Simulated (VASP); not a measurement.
# ZnNi (Pm-3m) in VASP: single point with LDA

Aim: the single point of ZnNi with LDA.

Program: VASP 6.6.1. These are calculated values, not measurements. Logs are shortened: lines on timing, memory, paths and dates and some standing lists are left out, and cuts for length are marked.

### 1 The cell of the first run

It takes space group Pm-3m (No. 221, cubic). The conventional cell has a = 2.807 Å, b = 2.807 Å, c = 2.807 Å, α = 90.00°, β = 90.00°, γ = 90.00°. Within 3.2 Å of Zn (site symmetry m-3m) lie 8 Ni at 2.43 Å and 6 Zn at 2.81 Å. Ni (site symmetry m-3m) has 8 Zn at 2.43 Å and 6 Ni at 2.81 Å within 3.2 Å.

### 2 Single point, LDA

Contents of INCAR:

```
SYSTEM = ZnNi
PREC = Accurate ; ENCUT = 690
EDIFF = 1E-6 ; ISMEAR = 0
SIGMA = 0.1 ; LREAL = .False.
LASPH = .True. ; NELM = 120
ALGO = Normal ; ISIF = 2
LWAVE = .False. ; LCHARG = .True.
GGA = CA ; LELF = .True.
LVHAR = .True. ; NBANDS = 22
GGA_COMPAT = .False.
```

Contents of KPOINTS:

```
Automatic mesh
0
Gamma
  14 14 14
  0 0 0
```

Contents of POSCAR:

```
ZnNi
1.0
    2.8066294855      0.0000000000      0.0000000000
    0.0000000000      2.8066294855      0.0000000000
    0.0000000000      0.0000000000      2.8066294855
Zn Ni
1 1
Direct
    0.5000000000      0.5000000000      0.5000000000
    0.0000000000      0.0000000000      0.0000000000
```

Potentials or basis: VASP PAW LDA potentials, release 64 (Zn, Ni_sv_GW).

Launch:

```
cat potpaw_LDA.64/Zn/POTCAR potpaw_LDA.64/Ni_sv_GW/POTCAR > POTCAR
mpirun -np 1 vasp_std > vasp.out
```

OUTCAR:

```text
SYSTEM = ZnNi
   PREC = Accurate
   ENCUT = 690
   EDIFF = 1E-6
   ISMEAR = 0
   LREAL = .False.
   LASPH = .True.
   NELM = 120
   ISIF = 2
   GGA = CA

 ion  position               nearest neighbor table
   1  0.500  0.500  0.500-   2 2.43   2 2.43   2 2.43   2 2.43   2 2.43   2 2.43   2 2.43   2 2.43

   2  0.000  0.000  0.000-   1 2.43   1 2.43   1 2.43   1 2.43   1 2.43   1 2.43   1 2.43   1 2.43

  LATTYP: Found a simple cubic cell.
 ALAT       =     2.8066294855

  Lattice vectors:

 A1 = (   2.8066294855,   0.0000000000,   0.0000000000)
 A2 = (   0.0000000000,   2.8066294855,   0.0000000000)
 A3 = (   0.0000000000,   0.0000000000,   2.8066294855)

Analysis of symmetry for initial positions (statically):
=====================================================================
 Subroutine PRICEL returns:
 Original cell was already a primitive cell.

 Routine SETGRP: Setting up the symmetry group for a
 simple cubic supercell.

 Subroutine GETGRP returns: Found 48 space group operations
 (whereof 48 operations were pure point group operations)
 out of a pool of 48 trial point group operations.

The static configuration has the point symmetry O_h .

Analysis of symmetry for dynamics (positions and initial velocities):
=====================================================================
 Subroutine PRICEL returns:
 Original cell was already a primitive cell.

 Routine SETGRP: Setting up the symmetry group for a
 simple cubic supercell.

 Subroutine GETGRP returns: Found 48 space group operations
 (whereof 48 operations were pure point group operations)
 out of a pool of 48 trial point group operations.

The dynamic configuration has the point symmetry O_h .

 Subroutine INISYM returns: Found 48 space group operations
 (whereof 48 operations are pure point group operations),
 and found     1 'primitive' translations

----------------------------------------------------------------------------------------

                                     Primitive cell

  volume of cell :      22.1083

  direct lattice vectors                    reciprocal lattice vectors
     2.806629485  0.000000000  0.000000000     0.356299257  0.000000000  0.000000000
     0.000000000  2.806629485  0.000000000     0.000000000  0.356299257  0.000000000
     0.000000000  0.000000000  2.806629485     0.000000000  0.000000000  0.356299257

  length of vectors
     2.806629485  2.806629485  2.806629485     0.356299257  0.356299257  0.356299257

  position of ions in fractional coordinates (direct lattice)
     0.500000000  0.500000000  0.500000000
     0.000000000  0.000000000  0.000000000

  ion indices of the primitive-cell ions
   primitive index   ion index
                 1           1
                 2           2

----------------------------------------------------------------------------------------

 KPOINTS: Automatic mesh

Automatic generation of k-mesh.
 Grid dimensions read from file:
 generate k-points for:   14   14   14

 Generating k-lattice:

  Cartesian coordinates                     Fractional coordinates (reciprocal lattice)
     0.025449947  0.000000000  0.000000000     0.071428571  0.000000000  0.000000000
     0.000000000  0.025449947  0.000000000     0.000000000  0.071428571  0.000000000
     0.000000000  0.000000000  0.025449947     0.000000000  0.000000000  0.071428571

  Length of vectors
     0.025449947  0.025449947  0.025449947

  Shift w.r.t. Gamma in fractional coordinates (k-lattice)
     0.000000000  0.000000000  0.000000000

 Subroutine IBZKPT returns following result:
 ===========================================

 Found    120 irreducible k-points:

 Following reciprocal coordinates:
            Coordinates               Weight
  0.000000  0.000000  0.000000      1.000000
  0.071429  0.000000  0.000000      6.000000
  0.142857  0.000000  0.000000      6.000000
  0.214286  0.000000  0.000000      6.000000
  0.285714  0.000000  0.000000      6.000000
  0.357143  0.000000  0.000000      6.000000
[... 16 lines left out ...]
  0.285714  0.214286  0.000000     24.000000
  0.357143  0.214286  0.000000     24.000000
 [... further k-points ...]
   k-points           NKPTS =    120   k-points in BZ     NKDIM =    120   number of bands    NBANDS=     22
   number of dos      NEDOS =    301   number of ions     NIONS =      2
   total plane-waves  NPLWV =  13824
   dimension x,y,z NGX =    24 NGY =   24 NGZ =   24
   dimension x,y,z NGXF=    48 NGYF=   48 NGZF=   48
   ions per type =               1   1
   NGX,Y,Z   is equivalent  to a cutoff of  14.22, 14.22, 14.22 a.u.
   NGXF,Y,Z  is equivalent  to a cutoff of  28.43, 28.43, 28.43 a.u.
 SYSTEM =  ZnNi
   PREC   = accura    normal or accurate (medium, high low for compatibility)
   ISTART =      0    job   : 0-new  1-cont  2-samecut
   ICHARG =      2    charge: 1-file 2-atom 10-const
   ISPIN  =      1    spin polarized calculation?
   LNONCOLLINEAR =      F non collinear calculations
   LSORBIT =      F    spin-orbit coupling
   LASPH  =      T    aspherical Exc in radial PAW
   ENCUT  =  690.0 eV  50.71 Ry    7.12 a.u.   6.01  6.01  6.01*2*pi/ulx,y,z
   NELM   =    120;   NELMIN=  2; NELMDL= -5     # of ELM steps
   EDIFF  = 0.1E-05   stopping-criterion for ELM
   LREAL  =      F    real-space projection
[... 7 lines left out ...]
   TEBEG  =    0.0;   TEEND  =   0.0 temperature during run
   PSTRESS=    0.0 pullay stress
   NELECT =      30.0000    total number of electrons
   NUPDOWN=      -1.0000    fix difference up-down
   EMIN   =  10.00;   EMAX   =-10.00  energy-range for DOS
   EFERMI =   0.00;   METHOD = LEGACY
   ISMEAR =     0;   SIGMA  =   0.10  broadening in eV -4-tet -1-fermi 0-gaus
   EFERMI_NEDOS =   21; number of points for ismear=-14 and -15
   IALGO  =     38    algorithm
   IMIX   =      4    mixing-type and parameters
     AMIX     =   0.40;   BMIX     =  1.00
     AMIX_MAG =   1.60;   BMIX_MAG =  1.00
  volume/ion in A,a.u.               =      11.05        74.60
  Fermi-wavevector in a.u.,A,eV,Ry     =   1.812439  3.425014 44.694276  3.284937
  Thomas-Fermi vector in A             =   2.870686
   LORBIT       =      0    0 simple, 1 ext, 2 COOP (PROOUT), +10 PAW based schemes
   GGA     = CA    functional components
   LHFCALC =     F    Hartree Fock is set to
   AEXX    =    0.0000 exact exchange contribution
   IVDW    =     0    specifies the selected vdW correction
   LEPSILON=     F    determine dielectric tensor
   LRPA    =     F    only Hartree local field effects (RPA)
 non-spin polarized calculation
 Gauss-broadening in eV      SIGMA  =   0.10
  energy-cutoff  :      690.00
  volume of cell :       22.11
 maximum number of plane-waves:       931
   NGX = 13   NGY = 13   NGZ = 13

 number of electron      29.9999980 magnetization

 Free energy of the ion-electron system (eV)
  ---------------------------------------------------
  ext. energy  EPLUGINS =         0.00000000
  ---------------------------------------------------
  free energy    TOTEN  =        -9.89126003 eV

  energy without entropy =       -9.88510918  energy(sigma->0) =       -9.88818461

 E-fermi :   6.0393     XC(G=0): -13.9359

 val. band max:        6.0307884891   @ k =   0.4286   0.0714   0.0714
 cond. band min:       6.0425814668   @ k =   0.5000   0.2857   0.1429
 fundamental gap:      0.0117929777
 Fermi energy:         6.0393148025

 k-point     1 :       0.0000    0.0000    0.0000
  band No.  band energies     occupation
      1     -95.9470      2.00000
      2     -56.9557      2.00000
      3     -56.9557      2.00000
      4     -56.9557      2.00000
      5      -4.7678      2.00000
      6      -1.9791      2.00000
[... 14 lines left out ...]
     21      21.9462      0.00000
     22      31.4048      0.00000

 k-point     2 :       0.0714    0.0000    0.0000
  band No.  band energies     occupation
      1     -95.9466      2.00000
      2     -56.9572      2.00000
      3     -56.9555      2.00000
      4     -56.9555      2.00000
      5      -4.6647      2.00000
      6      -1.9642      2.00000
[... 14 lines left out ...]
     21      22.4114      0.00000
     22      30.4269      0.00000

 k-point     3 :       0.1429    0.0000    0.0000
  band No.  band energies     occupation
      1     -95.9462      2.00000
      2     -56.9617      2.00000
      3     -56.9551      2.00000
      4     -56.9551      2.00000
      5      -4.3595      2.00000
      6      -1.9218      2.00000
[... 14 lines left out ...]
     21      24.1243      0.00000
     22      28.7408      0.00000

 k-point     4 :       0.2143    0.0000    0.0000
  band No.  band energies     occupation
      1     -95.9458      2.00000
      2     -56.9684      2.00000
      3     -56.9545      2.00000
      4     -56.9545      2.00000
      5      -3.8673      2.00000
      6      -1.8595      2.00000
[... 14 lines left out ...]
     21      26.7356      0.00000
     22      27.1002      0.00000

 k-point     5 :       0.2857    0.0000    0.0000
  band No.  band energies     occupation
      1     -95.9452      2.00000
      2     -56.9757      2.00000
      3     -56.9540      2.00000
      4     -56.9540      2.00000
      5      -3.2287      2.00000
      6      -1.7887      2.00000
[... 14 lines left out ...]
     21      25.6484      0.00000
     22      25.7276      0.00000

 k-point     6 :       0.3571    0.0000    0.0000
  band No.  band energies     occupation
      1     -95.9446      2.00000
      2     -56.9822      2.00000
      3     -56.9534      2.00000
      4     -56.9534      2.00000
      5      -2.5661      2.00000
      6      -1.7234      2.00000
[... 14 lines left out ...]
     21      23.8278      0.00000
     22      23.8278      0.00000

 k-point     7 :       0.4286    0.0000    0.0000
  band No.  band energies     occupation
      1     -95.9443      2.00000
      2     -56.9869      2.00000
      3     -56.9530      2.00000
      4     -56.9530      2.00000
      5      -2.1385      2.00000
      6      -1.6773      2.00000
[... 324 lines left out ...]
      6      -1.6153      2.00000
[... 14 lines left out ...]
     21      22.4106      0.00000
     22      24.0236      0.00000

 k-point    21 :       0.5000    0.1429    0.0000
  band No.  band energies     occupation
      1     -95.9439      2.00000
      2     -56.9879      2.00000
      3     -56.9591      2.00000
      4     -56.9524      2.00000
      5      -1.8858      2.00000
      6      -1.5606      2.00000
[... 14 lines left out ...]
     21      22.0643      0.00000
     22      23.5049      0.00000

 k-point    22 :       0.2143    0.2143    0.0000
  band No.  band energies     occupation
      1     -95.9449      2.00000
      2     -56.9674      2.00000
      3     -56.9671      2.00000
      4     -56.9536      2.00000
      5      -3.0632      2.00000
      6      -1.7469      2.00000
[... 14 lines left out ...]
     21      25.8872      0.00000
     22      27.1740      0.00000

 k-point    23 :       0.2857    0.2143    0.0000
  band No.  band energies     occupation
      1     -95.9443      2.00000
      2     -56.9745      2.00000
      3     -56.9666      2.00000
      4     -56.9530      2.00000
      5      -2.5647      2.00000
      6      -1.7119      2.00000
[... 14 lines left out ...]
     21      26.1488      0.00000
     22      26.3319      0.00000

 k-point    24 :       0.3571    0.2143    0.0000
  band No.  band energies     occupation
      1     -95.9438      2.00000
      2     -56.9810      2.00000
      3     -56.9660      2.00000
      4     -56.9523      2.00000
      5      -2.1584      2.00000
      6      -1.7040      2.00000
[... 14 lines left out ...]
     21      24.5198      0.00000
     22      25.0275      0.00000

 [... further k-points ...]

------------------------ aborting loop because EDIFF is reached ----------------------------------------

  FORCE on cell =-STRESS in cart. coord.  units (eV):
  Direction    XX          YY          ZZ          XY          YZ          ZX
  --------------------------------------------------------------------------------------
  -------------------------------------------------------------------------------------
  Total       -0.0246003     -0.0246003     -0.0246003      0.0000000      0.0000000     -0.0000000
  in kB       -1.7827683     -1.7827683     -1.7827683      0.0000000      0.0000000     -0.0000000
  external PRESSURE =      -1.7827683 kB  Pullay stress =       0.0000000 kB

 VOLUME and BASIS-vectors are now :
 -----------------------------------------------------------------------------
  energy-cutoff  :      690.00
  volume of cell :       22.11
      direct lattice vectors                 reciprocal lattice vectors
     2.806629485  0.000000000  0.000000000     0.356299257  0.000000000  0.000000000
     0.000000000  2.806629485  0.000000000     0.000000000  0.356299257  0.000000000
     0.000000000  0.000000000  2.806629485     0.000000000  0.000000000  0.356299257

 POSITION                                       TOTAL-FORCE (eV/Angst)
 -----------------------------------------------------------------------------------
      1.40331      1.40331      1.40331         0.000000      0.000000      0.000000
      0.00000      0.00000      0.00000         0.000000      0.000000      0.000000
 -----------------------------------------------------------------------------------
    total drift:                                0.000000      0.000000     -0.000000

  FREE ENERGIE OF THE ION-ELECTRON SYSTEM (eV)
  ---------------------------------------------------
  free  energy   TOTEN  =        -9.8912600272 eV

  energy  without entropy=       -9.8851091849  energy(sigma->0) =       -9.88818461
```

Run time: 66 s. Hardware: 1 thread of Intel Xeon Platinum 8259CL at 2.50GHz (Skylake/Cascade Lake), shared host; peak memory 0.22 GiB.

Results:

| Item | Value |
| --- | --- |
| Free energy | -9.8913 eV |
| Pressure | -0.2 GPa |
| Band gap on the k mesh | zero (bands 15 and 16 overlap by 5.93 eV) |

Levels at points of the mesh, in eV from the Fermi level:
| k point | band 11 | band 12 | band 13 | band 14 | band 15 | band 16 | band 17 | band 18 | band 19 | band 20 |
| --- | --- | --- | --- | --- | --- | --- | --- | --- | --- | --- |
| (0.00, 0.00, 0.00) | -2.44 | -2.44 | -1.04 | -1.04 | -1.04 | 7.49 | 7.49 | 7.49 | 13.38 | 13.38 |
| (0.50, 0.00, 0.00) | -4.88 | -2.63 | -1.94 | -1.94 | -1.14 | -0.18 | 13.83 | 13.83 | 14.68 | 14.68 |
| (0.50, 0.50, 0.00) | -2.15 | -1.63 | -1.63 | -1.30 | -1.30 | -0.71 | 3.86 | 4.17 | 15.81 | 17.40 |
| (0.50, 0.50, 0.50) | -3.64 | -3.64 | -0.68 | -0.68 | 5.22 | 5.66 | 5.66 | 5.66 | 6.31 | 6.31 |

Spin polarisation is off, so any magnetic state and its effect on volume and gap are missing.
